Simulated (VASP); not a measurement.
# WS2 (P6_3/mmc) in VASP: notebook

The runs below take WS2 through single point, with PBE+D3(BJ), PBE+D3(BJ)+U.

Program: VASP 6.6.1. These are calculated values, not measurements. Logs are shortened: lines on timing, memory, paths and dates and some standing lists are left out, and cuts for length are marked.

### Step 1. The cell of the first run

Symmetry: P6_3/mmc, No. 194, hexagonal system. Conventional cell: a = 3.180 Å, b = 3.180 Å, c = 12.500 Å, α = 90.00°, β = 90.00°, γ = 120.00°. W (site symmetry -6m2) has 6 S at 2.42 Å and 6 W at 3.18 Å within 3.2 Å. S (site symmetry 3m) has 3 W at 2.42 Å and 7 S at 3.14 to 3.18 Å within 3.2 Å.

### Step 2. Single point, PBE+D3(BJ)

File INCAR:

```
SYSTEM = WS2
  PREC = Accurate
  ENCUT = 500
  EDIFF = 1E-6
  ISMEAR = 0
  SIGMA = 0.02
  LREAL = .False.
  LASPH = .True.
  NELM = 120
  ALGO = Normal
  ISIF = 2
  LWAVE = .False.
  LCHARG = .False.
  GGA = PE
  IVDW = 12
  NBANDS = 35
  GGA_COMPAT = .False.
```

File KPOINTS:

```
regular mesh
0
Gamma
  12 12 4
  0 0 0
```

File POSCAR:

```
WS2
1.0
    3.1800000000      0.0000000000      0.0000000000
   -1.5900000000      2.7539607840      0.0000000000
    0.0000000000      0.0000000000     12.5000000000
W S
2 4
Direct
    0.3333333333      0.6666666667      0.2500000000
    0.6666666667      0.3333333333      0.7500000000
    0.3333333333      0.6666666667      0.6244657429
    0.6666666667      0.3333333333      0.1244657429
    0.3333333333      0.6666666667      0.8755342571
    0.6666666667      0.3333333333      0.3755342571
```

Potentials or basis: VASP PAW PBE potentials, release 64 (W_sv, S).

Started as:

```console
$ cat potpaw_PBE.64/W_sv/POTCAR potpaw_PBE.64/S/POTCAR > POTCAR
$ mpirun -np 1 vasp_std > vasp.out
```

OUTCAR:

```text
SYSTEM = WS2
   PREC = Accurate
   ENCUT = 500
   EDIFF = 1E-6
   ISMEAR = 0
   LREAL = .False.
   LASPH = .True.
   NELM = 120
   ISIF = 2
   GGA = PE
   IVDW = 12
 IVDW          = 12

 ion  position               nearest neighbor table
   1  0.333  0.667  0.250-   4 2.42   6 2.42   4 2.42   6 2.42   4 2.42   6 2.42
   2  0.667  0.333  0.750-   3 2.42   5 2.42   3 2.42   5 2.42   3 2.42   5 2.42
   3  0.333  0.667  0.624-   2 2.42   2 2.42   2 2.42
   4  0.667  0.333  0.124-   1 2.42   1 2.42   1 2.42
   5  0.333  0.667  0.876-   2 2.42   2 2.42   2 2.42
   6  0.667  0.333  0.376-   1 2.42   1 2.42   1 2.42

  LATTYP: Found a hexagonal cell.
 ALAT       =     3.1800000000
 C/A-ratio  =     3.9308176101

  Lattice vectors:

 A1 = (   3.1800000000,   0.0000000000,   0.0000000000)
 A2 = (  -1.5900000000,   2.7539607840,   0.0000000000)
 A3 = (   0.0000000000,   0.0000000000,  12.5000000000)

Analysis of symmetry for initial positions (statically):
=====================================================================
 Subroutine PRICEL returns:
 Original cell was already a primitive cell.

 Routine SETGRP: Setting up the symmetry group for a
 hexagonal supercell.

 Subroutine GETGRP returns: Found 24 space group operations
 (whereof 12 operations were pure point group operations)
 out of a pool of 24 trial point group operations.

The static configuration has the point symmetry D_3d.
 The point group associated with its full space group is D_6h.

Analysis of symmetry for dynamics (positions and initial velocities):
=====================================================================
 Subroutine PRICEL returns:
 Original cell was already a primitive cell.

 Routine SETGRP: Setting up the symmetry group for a
 hexagonal supercell.

 Subroutine GETGRP returns: Found 24 space group operations
 (whereof 12 operations were pure point group operations)
 out of a pool of 24 trial point group operations.

The dynamic configuration has the point symmetry D_3d.
 The point group associated with its full space group is D_6h.

 Subroutine INISYM returns: Found 24 space group operations
 (whereof 12 operations are pure point group operations),
 and found     1 'primitive' translations

----------------------------------------------------------------------------------------

                                     Primitive cell

  volume of cell :     109.4699

  direct lattice vectors                    reciprocal lattice vectors
     3.180000000  0.000000000  0.000000000     0.314465409  0.181556688  0.000000000
    -1.590000000  2.753960784  0.000000000     0.000000000  0.363113377  0.000000000
     0.000000000  0.000000000 12.500000000     0.000000000  0.000000000  0.080000000

  length of vectors
     3.180000000  3.180000000 12.500000000     0.363113377  0.363113377  0.080000000

  position of ions in fractional coordinates (direct lattice)
     0.333333333  0.666666667  0.250000000
     0.666666667  0.333333333  0.750000000
     0.333333333  0.666666667  0.624465743
     0.666666667  0.333333333  0.124465743
     0.333333333  0.666666667  0.875534257
     0.666666667  0.333333333  0.375534257

  ion indices of the primitive-cell ions
   primitive index   ion index
                 1           1
                 2           2
                 3           3
                 4           4
                 5           5
                 6           6

----------------------------------------------------------------------------------------

 KPOINTS: regular mesh

Automatic generation of k-mesh.
 Grid dimensions read from file:
 generate k-points for:   12   12    4

 Generating k-lattice:

  Cartesian coordinates                     Fractional coordinates (reciprocal lattice)
     0.026205451  0.015129724  0.000000000     0.083333333  0.000000000  0.000000000
     0.000000000  0.030259448  0.000000000     0.000000000  0.083333333  0.000000000
     0.000000000  0.000000000  0.020000000     0.000000000  0.000000000  0.250000000

  Length of vectors
     0.030259448  0.030259448  0.020000000

  Shift w.r.t. Gamma in fractional coordinates (k-lattice)
     0.000000000  0.000000000  0.000000000

 Subroutine IBZKPT returns following result:
 ===========================================

 Found     57 irreducible k-points:

 Following reciprocal coordinates:
            Coordinates               Weight
  0.000000  0.000000  0.000000      1.000000
  0.083333  0.000000  0.000000      6.000000
  0.166667  0.000000  0.000000      6.000000
  0.250000  0.000000  0.000000      6.000000
  0.333333  0.000000  0.000000      6.000000
  0.416667  0.000000  0.000000      6.000000
[... 16 lines left out ...]
  0.250000  0.000000  0.250000     12.000000
  0.333333  0.000000  0.250000     12.000000
 [... further k-points ...]
   k-points           NKPTS =     57   k-points in BZ     NKDIM =     57   number of bands    NBANDS=     35
   number of dos      NEDOS =    301   number of ions     NIONS =      6
   total plane-waves  NPLWV =  55296
   dimension x,y,z NGX =    24 NGY =   24 NGZ =   96
   dimension x,y,z NGXF=    48 NGYF=   48 NGZF=  192
   ions per type =               2   4
   NGX,Y,Z   is equivalent  to a cutoff of  12.55, 12.55, 12.77 a.u.
   NGXF,Y,Z  is equivalent  to a cutoff of  25.09, 25.09, 25.54 a.u.
 SYSTEM =  WS2
   PREC   = accura    normal or accurate (medium, high low for compatibility)
   ISTART =      0    job   : 0-new  1-cont  2-samecut
   ICHARG =      2    charge: 1-file 2-atom 10-const
   ISPIN  =      1    spin polarized calculation?
   LNONCOLLINEAR =      F non collinear calculations
   LSORBIT =      F    spin-orbit coupling
   LASPH  =      T    aspherical Exc in radial PAW
   ENCUT  =  500.0 eV  36.75 Ry    6.06 a.u.   5.80  5.80 22.79*2*pi/ulx,y,z
   NELM   =    120;   NELMIN=  2; NELMDL= -5     # of ELM steps
   EDIFF  = 0.1E-05   stopping-criterion for ELM
   LREAL  =      F    real-space projection
[... 7 lines left out ...]
   TEBEG  =    0.0;   TEEND  =   0.0 temperature during run
   PSTRESS=    0.0 pullay stress
   NELECT =      52.0000    total number of electrons
   NUPDOWN=      -1.0000    fix difference up-down
   EMIN   =  10.00;   EMAX   =-10.00  energy-range for DOS
   EFERMI =   0.00;   METHOD = LEGACY
   ISMEAR =     0;   SIGMA  =   0.02  broadening in eV -4-tet -1-fermi 0-gaus
   EFERMI_NEDOS =   21; number of points for ismear=-14 and -15
   IALGO  =     38    algorithm
   IMIX   =      4    mixing-type and parameters
     AMIX     =   0.40;   BMIX     =  1.00
     AMIX_MAG =   1.60;   BMIX_MAG =  1.00
  volume/ion in A,a.u.               =      18.24       123.12
  Fermi-wavevector in a.u.,A,eV,Ry     =   1.277353  2.413847 22.199688  1.631631
  Thomas-Fermi vector in A             =   2.409958
   LORBIT       =      0    0 simple, 1 ext, 2 COOP (PROOUT), +10 PAW based schemes
   GGA     = PE    functional components
   LHFCALC =     F    Hartree Fock is set to
   AEXX    =    0.0000 exact exchange contribution
   IVDW    =    12    specifies the selected vdW correction
   LEPSILON=     F    determine dielectric tensor
   LRPA    =     F    only Hartree local field effects (RPA)
 non-spin polarized calculation
 Gauss-broadening in eV      SIGMA  =   0.02
  energy-cutoff  :      500.00
  volume of cell :      109.47
 maximum number of plane-waves:      2796
 NGX is ok and might be reduce to    24
   NGX = 11   NGY = 11   NGZ = 45

 number of electron      52.0000006 magnetization

 Free energy of the ion-electron system (eV)
  ---------------------------------------------------
  ext. energy  EPLUGINS =         0.00000000
  ---------------------------------------------------
  free energy    TOTEN  =       -47.28213486 eV

  energy without entropy =      -47.28213486  energy(sigma->0) =      -47.28213486

 E-fermi :   7.3672     XC(G=0): -10.7821

 val. band max:        7.1021387388   @ k =   0.0000   0.0000   0.0000
 cond. band min:       8.1578334616   @ k =   0.1667   0.1667   0.0000
 fundamental gap:      1.0556947228
 Fermi energy:         7.3671709412

 k-point     1 :       0.0000    0.0000    0.0000
  band No.  band energies     occupation
      1     -67.5211      2.00000
      2     -67.5211      2.00000
      3     -31.7574      2.00000
      4     -31.7574      2.00000
      5     -31.6066      2.00000
      6     -31.6066      2.00000
[... 27 lines left out ...]
     34       9.6076      0.00000
     35      11.7564      0.00000

 k-point     2 :       0.0833    0.0000    0.0000
  band No.  band energies     occupation
      1     -67.5200      2.00000
      2     -67.5199      2.00000
      3     -31.7533      2.00000
      4     -31.7533      2.00000
      5     -31.6295      2.00000
      6     -31.6295      2.00000
[... 27 lines left out ...]
     34       9.6156      0.00000
     35      12.2851      0.00000

 k-point     3 :       0.1667    0.0000    0.0000
  band No.  band energies     occupation
      1     -67.5169      2.00000
      2     -67.5168      2.00000
      3     -31.7420      2.00000
      4     -31.7420      2.00000
      5     -31.6917      2.00000
      6     -31.6917      2.00000
[... 27 lines left out ...]
     34      10.1389      0.00000
     35      13.3501      0.00000
[... 723 lines left out ...]
 k-point    23 :       0.2500    0.0000    0.2500
  band No.  band energies     occupation
      1     -67.5127      2.00000
      2     -67.5126      2.00000
      3     -31.7755      2.00000
      4     -31.7755      2.00000
      5     -31.7266      2.00000
      6     -31.7266      2.00000
[... 27 lines left out ...]
     34      10.6662      0.00000
     35      13.7690      0.00000

 k-point    24 :       0.3333    0.0000    0.2500
  band No.  band energies     occupation
      1     -67.5084      2.00000
      2     -67.5084      2.00000
      3     -31.8581      2.00000
      4     -31.8581      2.00000
      5     -31.7112      2.00000
      6     -31.7112      2.00000
[... 27 lines left out ...]
     34      11.0669      0.00000
     35      12.9205      0.00000

 [... further k-points ...]

------------------------ aborting loop because EDIFF is reached ----------------------------------------

 Edisp (eV)   -2.48660

 E8    (eV) :    -1.0444

  FORCE on cell =-STRESS in cart. coord.  units (eV):
  Direction    XX          YY          ZZ          XY          YZ          ZX
  --------------------------------------------------------------------------------------
  -------------------------------------------------------------------------------------
  Total      -1.77655    -1.77655    -1.05933    -0.00000     0.00000     0.00000
  in kB     -26.00117   -26.00117   -15.50413    -0.00000     0.00000     0.00000
  external pressure =      -22.50 kB  Pullay stress =        0.00 kB

 VOLUME and BASIS-vectors are now :
 -----------------------------------------------------------------------------
  energy-cutoff  :      500.00
  volume of cell :      109.47
      direct lattice vectors                 reciprocal lattice vectors
     3.180000000  0.000000000  0.000000000     0.314465409  0.181556688  0.000000000
    -1.590000000  2.753960784  0.000000000     0.000000000  0.363113377  0.000000000
     0.000000000  0.000000000 12.500000000     0.000000000  0.000000000  0.080000000

 POSITION                                       TOTAL-FORCE (eV/Angst)
 -----------------------------------------------------------------------------------
     -0.00000      1.83597      3.12500         0.000000     -0.000000     -0.000000
      1.59000      0.91799      9.37500        -0.000000      0.000000     -0.000000
     -0.00000      1.83597      7.80582        -0.000000     -0.000000     -0.003040
      1.59000      0.91799      1.55582         0.000000      0.000000     -0.003040
     -0.00000      1.83597     10.94418        -0.000000     -0.000000      0.003040
      1.59000      0.91799      4.69418         0.000000      0.000000      0.003040
 -----------------------------------------------------------------------------------
    total drift:                               -0.000000      0.000000     -0.000000

  FREE ENERGIE OF THE ION-ELECTRON SYSTEM (eV)
  ---------------------------------------------------
  free  energy   TOTEN  =       -49.7687364709 eV

  energy  without entropy=      -49.7687364709  energy(sigma->0) =      -49.76873647
```

It took 5.2 min on 1 thread of Oxide Virtual Turin-like, shared host; peak memory 0.29 GiB.

Results:

```yaml
Free_energy: -49.7687 eV
Pressure: -2.3 GPa
Largest_force: 0.003 eV/Å
Band_gap_on_the_k_mesh: 1.06 eV (least direct gap 1.76 eV)
Dispersion_energy_per_atom: -0.414 eV
```

Forces on the atoms (eV/Å):
```
W    0.000  0.000  0.000
W    0.000  0.000  0.000
S    0.000  0.000 -0.003
S    0.000  0.000 -0.003
S    0.000  0.000  0.003
S    0.000  0.000  0.003
```

Caveat: three body term missing; spin-orbit coupling is left out, which moves the levels of the heavy elements. A k mesh can miss the band edges.

### Step 3. Single point, PBE+D3(BJ)+U

This run uses another cell than the first one, of 17.96 Å³/atom.

File INCAR:

```
  PREC = Accurate
  ENCUT = 500
  EDIFF = 1E-6
  ISMEAR = 0
  SIGMA = 0.02
  LREAL = F
  LASPH = T
  NELM = 200
  ALGO = Normal
  ISIF = 2
  LWAVE = F
  LCHARG = T
  LMAXMIX = 4
  LDAU = T
  LDAUTYPE = 2
  LDAUL = 2 -1
  LDAUU = 2 0
  LDAUJ = 0 0
  LDAUPRINT = 1
  GGA = PE
  IVDW = 12
  LELF = T
  LVHAR = T
  NBANDS = 35
  GGA_COMPAT = F
```

File KPOINTS:

```
Automatic mesh
0
Gamma
  12 12 4
```

File POSCAR:

```
WS2
1.0
    3.1653217241      0.0000000000      0.0000000000
   -1.5826608621      2.7412490242      0.0000000000
    0.0000000000      0.0000000000     12.4166154841
W S
2 4
Direct
    0.3333333333      0.6666666667      0.2500000000
    0.6666666667      0.3333333333      0.7500000000
    0.3333333333      0.6666666667      0.6232581621
    0.6666666667      0.3333333333      0.1232581621
    0.3333333333      0.6666666667      0.8767418379
    0.6666666667      0.3333333333      0.3767418379
```

Potentials or basis: VASP PAW PBE potentials, release 64 (W_sv, S).

Started as:

```console
$ cat potpaw_PBE.64/W_sv/POTCAR potpaw_PBE.64/S/POTCAR > POTCAR
$ mpirun -np 1 vasp_std > vasp.out
```

Run time: 5.3 min. Hardware: 1 thread of Oxide Virtual Turin-like, shared host; peak memory 0.29 GiB.

It converged, with:

```
Free energy                : -45.2998 eV
Pressure                   : 0.3 GPa
Largest force              : 0.183 eV/Å
Band gap on the k mesh     : 1.03 eV (least direct gap 1.78 eV)
Dispersion energy per atom : -0.421 eV
```

Forces on the atoms (eV/Å):
```
W    0.000  0.000  0.000
W    0.000  0.000  0.000
S    0.000  0.000 -0.183
S    0.000  0.000 -0.183
S    0.000  0.000  0.183
S    0.000  0.000  0.183
```

Stress tensor (GPa, compression positive):
```
0.29 0.00 0.00
0.00 0.29 0.00
0.00 0.00 0.45
```

Levels at points of the mesh, in eV from the valence-band top:
```tsv
k point	band 22	band 23	band 24	band 25	band 26	band 27	band 28	band 29	band 30	band 31
(0.00, 0.00, 0.00)	-2.13	-2.13	-1.57	-1.15	0.00	2.33	2.33	2.34	2.34	2.36
(0.50, 0.00, 0.00)	-2.75	-1.98	-1.79	-1.71	-1.52	2.37	2.41	2.63	2.90	3.16
(0.00, 0.00, 0.50)	-2.16	-2.16	-2.16	-0.31	-0.31	2.32	2.32	2.32	2.32	2.46
(0.50, 0.00, 0.50)	-2.85	-1.89	-1.89	-1.60	-1.60	2.39	2.39	2.79	2.79	3.45
```

Eigenvalues of the final occupation matrices:
| site | spin | trace | eigenvalues |
| --- | --- | --- | --- |
| site 1 d | 1 | 1.69 | 0.32 0.32 0.34 0.34 0.36 |
| site 1 d | 2 | 1.69 | 0.32 0.32 0.34 0.34 0.36 |
| site 2 d | 1 | 1.69 | 0.32 0.32 0.34 0.34 0.36 |
| site 2 d | 2 | 1.69 | 0.32 0.32 0.34 0.34 0.36 |

Caveat: spin-orbit coupling is left out, which moves the levels of the heavy elements.
